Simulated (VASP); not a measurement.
# GeW (Fm-3m) in VASP: settings compared, part 2 of 3

VASP 6.6.1.

## 3. Single point, PBE+U

Contents of INCAR:

```
SYSTEM = GeW
PREC = Accurate
ENCUT = 520
EDIFF = 1E-6
ISMEAR = -1
SIGMA = 0.05
LREAL = .FALSE.
LASPH = .TRUE.
NELM = 150
ALGO = Normal
ISIF = 2
LWAVE = .FALSE.
LCHARG = .FALSE.
LMAXMIX = 4
LDAU = .TRUE.
LDAUTYPE = 2
LDAUL = -1 2
LDAUU = 0 4
LDAUJ = 0 0
LDAUPRINT = 1
GGA = PE
NBANDS = 21
```

Contents of KPOINTS:

```
Automatic mesh
0
G
  9 9 9
  0 0 0
```

Contents of POSCAR:

```
GeW
1.0
    0.0000000000      2.5780141253      2.5780141253
    2.5780141253      0.0000000000      2.5780141253
    2.5780141253      2.5780141253      0.0000000000
Ge W
1 1
Direct
    0.5000000000      0.5000000000      0.5000000000
    0.0000000000      0.0000000000      0.0000000000
```

Potentials or basis: VASP PAW PBE potentials, release 64 (Ge_d, W_sv).

Launch:

```
$ cat potpaw_PBE.64/Ge_d/POTCAR potpaw_PBE.64/W_sv/POTCAR > POTCAR
$ mpirun -np 1 vasp_std > vasp.out
```

OUTCAR:

```text
SYSTEM = GeW
   PREC = Accurate
   ENCUT = 520
   EDIFF = 1E-6
   ISMEAR = -1
   LREAL = .FALSE.
   LASPH = .TRUE.
   NELM = 150
   ISIF = 2
   GGA = PE

 ion  position               nearest neighbor table
   1  0.500  0.500  0.500-   2 2.58   2 2.58   2 2.58   2 2.58   2 2.58   2 2.58
   2  0.000  0.000  0.000-   1 2.58   1 2.58   1 2.58   1 2.58   1 2.58   1 2.58

  LATTYP: Found a face centered cubic cell.
 ALAT       =     5.1560282506

  Lattice vectors:

 A1 = (   0.0000000000,   2.5780141253,   2.5780141253)
 A2 = (   2.5780141253,   0.0000000000,   2.5780141253)
 A3 = (   2.5780141253,   2.5780141253,   0.0000000000)

Analysis of symmetry for initial positions (statically):
=====================================================================
 Subroutine PRICEL returns:
 Original cell was already a primitive cell.

 Routine SETGRP: Setting up the symmetry group for a
 face centered cubic supercell.

 Subroutine GETGRP returns: Found 48 space group operations
 (whereof 48 operations were pure point group operations)
 out of a pool of 48 trial point group operations.

The static configuration has the point symmetry O_h .

Analysis of symmetry for dynamics (positions and initial velocities):
=====================================================================
 Subroutine PRICEL returns:
 Original cell was already a primitive cell.

[... 168 lines left out ...]
 occupancies and eigenvectors

  o =  0.2951  v =  1.0000  0.0000  0.0000  0.0000  0.0000  0.0000  0.0000  0.0000  0.0000  0.0000      0.0000  0.0000  0.0000  0.0000  0.0000  0.0000  0.0000  0.0000  0.0000  0.0000
  o =  0.2951  v =  0.0000  0.0000  0.0000  0.0000  0.0000  1.0000  0.0000  0.0000  0.0000  0.0000      0.0000  0.0000  0.0000  0.0000  0.0000  0.0000  0.0000  0.0000  0.0000  0.0000
  o =  0.2951  v =  0.0000  0.9990  0.0000 -0.0446 -0.0000  0.0000  0.0000  0.0000  0.0000  0.0000      0.0000  0.0000  0.0000  0.0000  0.0000  0.0000  0.0000  0.0000  0.0000  0.0000
  o =  0.2951  v =  0.0000  0.0000  0.0000  0.0000  0.0000  0.0000  0.9990  0.0000 -0.0446 -0.0000      0.0000  0.0000  0.0000  0.0000  0.0000  0.0000  0.0000  0.0000  0.0000  0.0000
  o =  0.2951  v =  0.0000  0.0000  0.0000  0.0000  0.0000  0.0000  0.0446  0.0000  0.9990  0.0000      0.0000  0.0000  0.0000  0.0000  0.0000  0.0000  0.0000  0.0000  0.0000  0.0000
  o =  0.2951  v =  0.0000  0.0446  0.0000  0.9990  0.0000  0.0000  0.0000  0.0000  0.0000  0.0000      0.0000  0.0000  0.0000  0.0000  0.0000  0.0000  0.0000  0.0000  0.0000  0.0000
  o =  0.3955  v =  0.0000  0.0000  0.0000  0.0000  0.0000  0.0000 -0.0000  1.0000 -0.0000 -0.0061      0.0000  0.0000  0.0000  0.0000  0.0000  0.0000  0.0000  0.0000  0.0000  0.0000
  o =  0.3955  v =  0.0000 -0.0000  1.0000 -0.0000 -0.0061  0.0000  0.0000  0.0000  0.0000  0.0000      0.0000  0.0000  0.0000  0.0000  0.0000  0.0000  0.0000  0.0000  0.0000  0.0000
  o =  0.3955  v =  0.0000  0.0000  0.0000  0.0000  0.0000  0.0000  0.0000  0.0061 -0.0000  1.0000      0.0000  0.0000  0.0000  0.0000  0.0000  0.0000  0.0000  0.0000  0.0000  0.0000
  o =  0.3955  v =  0.0000  0.0000  0.0061 -0.0000  1.0000  0.0000  0.0000  0.0000  0.0000  0.0000      0.0000  0.0000  0.0000  0.0000  0.0000  0.0000  0.0000  0.0000  0.0000  0.0000

 number of electron      27.9999991 magnetization

 Free energy of the ion-electron system (eV)
  ---------------------------------------------------
  ext. energy  EPLUGINS =         0.00000000
  ---------------------------------------------------
  free energy    TOTEN  =       -11.25181615 eV

  energy without entropy =      -11.23239466  energy(sigma->0) =      -11.24210540

 E-fermi :   9.3780     XC(G=0): -12.4331

 val. band max:        9.3311093749   @ k =   0.4444   0.1111   0.0000
 cond. band min:       9.3897219361   @ k =   0.3333   0.1111   0.0000
 fundamental gap:      0.0586125612
 Fermi energy:         9.3780108058

 k-point     1 :       0.0000    0.0000    0.0000
  band No.  band energies     occupation
      1     -65.8434      2.00000
      2     -29.9939      2.00000
      3     -29.9939      2.00000
      4     -29.9939      2.00000
      5     -15.1938      2.00000
      6     -15.1938      2.00000
[... 565 lines left out ...]
     20      21.1329      0.00000
     21      23.9306      0.00000

 [... further k-points ...]
[... 5 lines left out ...]
  --------------------------------------------------------------------------------------
  -------------------------------------------------------------------------------------
  Total        0.8213881      0.8213881      0.8213881      0.0000000     -0.0000000      0.0000000
  in kB       38.4037044     38.4037044     38.4037044      0.0000000     -0.0000000      0.0000000
  external PRESSURE =      38.4037044 kB  Pullay stress =       0.0000000 kB

 VOLUME and BASIS-vectors are now :
 -----------------------------------------------------------------------------
  energy-cutoff  :      520.00
  volume of cell :       34.27
      direct lattice vectors                 reciprocal lattice vectors
     0.000000000  2.578014125  2.578014125    -0.193947735  0.193947735  0.193947735
     2.578014125  0.000000000  2.578014125     0.193947735 -0.193947735  0.193947735
     2.578014125  2.578014125  0.000000000     0.193947735  0.193947735 -0.193947735

 POSITION                                       TOTAL-FORCE (eV/Angst)
 -----------------------------------------------------------------------------------
      2.57801      2.57801      2.57801         0.000000      0.000000      0.000000
      0.00000      0.00000      0.00000        -0.000000     -0.000000     -0.000000
 -----------------------------------------------------------------------------------
    total drift:                                0.000000      0.000000      0.000000

  FREE ENERGIE OF THE ION-ELECTRON SYSTEM (eV)
  ---------------------------------------------------
  free  energy   TOTEN  =       -11.2518161542 eV

  energy  without entropy=      -11.2323946553  energy(sigma->0) =      -11.24210540
```

OSZICAR:

```text
N       E                     dE             d eps       ncg     rms          rms(c)
DAV:   1     0.225933226061E+03    0.22593E+03   -0.14060E+04  1701   0.308E+03
DAV:   2     0.820340310300E+01   -0.21773E+03   -0.21045E+03  1510   0.622E+02
DAV:   3    -0.121110774393E+02   -0.20314E+02   -0.19963E+02  1645   0.123E+02
DAV:   4    -0.125722082591E+02   -0.46113E+00   -0.45824E+00  1665   0.189E+01
DAV:   5    -0.125782860057E+02   -0.60777E-02   -0.60771E-02  1656   0.260E+00    0.171E+01
DAV:   6    -0.112773367978E+02    0.13009E+01   -0.29762E+00  1818   0.145E+01    0.391E+00
DAV:   7    -0.112492791779E+02    0.28058E-01   -0.12785E-01  1817   0.397E+00    0.177E+00
DAV:   8    -0.112508324457E+02   -0.15533E-02   -0.40734E-02  1842   0.280E+00    0.235E-01
DAV:   9    -0.112507113957E+02    0.12105E-03   -0.50408E-03  1817   0.121E+00    0.146E-01
DAV:  10    -0.112517547960E+02   -0.10434E-02   -0.18410E-03  1656   0.295E-01    0.488E-02
DAV:  11    -0.112518133497E+02   -0.58554E-04   -0.24246E-04  1833   0.170E-01    0.242E-02
DAV:  12    -0.112518153023E+02   -0.19526E-05   -0.17482E-05  1908   0.420E-02    0.729E-03
DAV:  13    -0.112518161542E+02   -0.85189E-06   -0.22747E-06  1019   0.131E-02
   1 F= -.11251816E+02 E0= -.11242105E+02  d E =-.194215E-01
```

stdout:

```text
POSCAR found type information on POSCAR GeW
 POSCAR found :  2 types and       2 ions
 scaLAPACK will be used
 LDA part: xc-table for (Slater+PW92), standard interpolation
 POSCAR, INCAR and KPOINTS ok, starting setup
 FFT: planning ... GRIDC
 FFT: planning ... GRID_SOFT
 FFT: planning ... GRID
 WAVECAR not read
 entering main loop
```

It took 11 s on 1 thread of Intel Xeon 6975P-C (Granite Rapids), shared host; peak memory 0.17 GiB.

Results:

```yaml
Free_energy: -11.2518 eV
Pressure: 3.8 GPa
Band_gap_on_the_k_mesh: zero (band 14 reaches 9.91 eV, above the bottom of band 15 at 8.14 eV)
```

Eigenvalues of the final occupation matrices:
```
    site  spin  trace               eigenvalues
site 2 d     1   1.68  0.30 0.30 0.30 0.40 0.40
site 2 d     2   1.68  0.30 0.30 0.30 0.40 0.40
```

Caveat: spin-orbit coupling is left out, which moves the levels of the heavy elements; U without spin polarisation on a metal has little footing; the U is typed as a test and isn't derived for this compound.

## 4. Single point, PBE+U

Contents of INCAR:

```
SYSTEM = GeW
PREC     = Accurate       ! precision mode
ENCUT    = 520            ! plane-wave cutoff, eV
EDIFF    = 1E-6           ! SCF threshold, eV
ISMEAR   = -1             ! smearing method
SIGMA    = 0.05           ! smearing width, eV
LREAL    = .FALSE.        ! projectors in reciprocal space
LASPH    = .TRUE.         ! aspherical terms in the spheres
NELM     = 150            ! most SCF steps
ALGO     = Normal         ! electronic algorithm
ISIF     = 2              ! what is computed and relaxed
LWAVE    = .FALSE.        ! write WAVECAR
LCHARG   = .FALSE.        ! write CHGCAR
LMAXMIX  = 4              ! l up to which the mixer works
LDAU     = .TRUE.         ! DFT+U
LDAUTYPE = 2            
LDAUL    = -1 2           ! shell
LDAUU    = 0 5            ! U, eV
LDAUJ    = 0 0          
LDAUPRINT= 1            
GGA      = PE             ! functional
NBANDS   = 21             ! bands
```

Contents of KPOINTS:

```
regular mesh
0
G
  9 9 9
  0 0 0
```

Contents of POSCAR:

```
GeW
1.0
    0.0000000000      2.5780795501      2.5780795501
    2.5780795501      0.0000000000      2.5780795501
    2.5780795501      2.5780795501      0.0000000000
Ge W
1 1
Direct
    0.5000000000      0.5000000000      0.5000000000
    0.0000000000      0.0000000000      0.0000000000
```

Launch:

```
$ cat potpaw_PBE.64/Ge_d/POTCAR potpaw_PBE.64/W_sv/POTCAR > POTCAR
$ mpirun -np 1 vasp_std > vasp.out
```

Run time: 12 s. Hardware: 1 thread of Intel Xeon 6975P-C (Granite Rapids), shared host; peak memory 0.16 GiB.

Results (log left out):

```yaml
Free_energy: -10.1536 eV
Pressure: 4.8 GPa
Band_gap_on_the_k_mesh: zero (band 14 reaches 10.02 eV, above the bottom of band 15 at 8.23 eV)
```

Levels at points of the mesh, in eV from the Fermi level:
```csv
k point,band 10,band 11,band 12,band 13,band 14,band 15,band 16,band 17,band 18,band 19
"(0.00, 0.00, 0.00)",-12.69,-1.52,-1.52,-1.52,-1.14,-1.14,2.10,2.10,2.10,7.20
```

Eigenvalues of the final occupation matrices:
```tsv
site	spin	trace	eigenvalues
site 2 d	1	1.66	0.29 0.29 0.29 0.40 0.40
site 2 d	2	1.66	0.29 0.29 0.29 0.40 0.40
```

Caveat: spin-orbit coupling is left out, which moves the levels of the heavy elements; U without spin polarisation on a metal has little footing; the U is typed as a test and isn't derived for this compound.

(Part 2 of 3 ends here.)
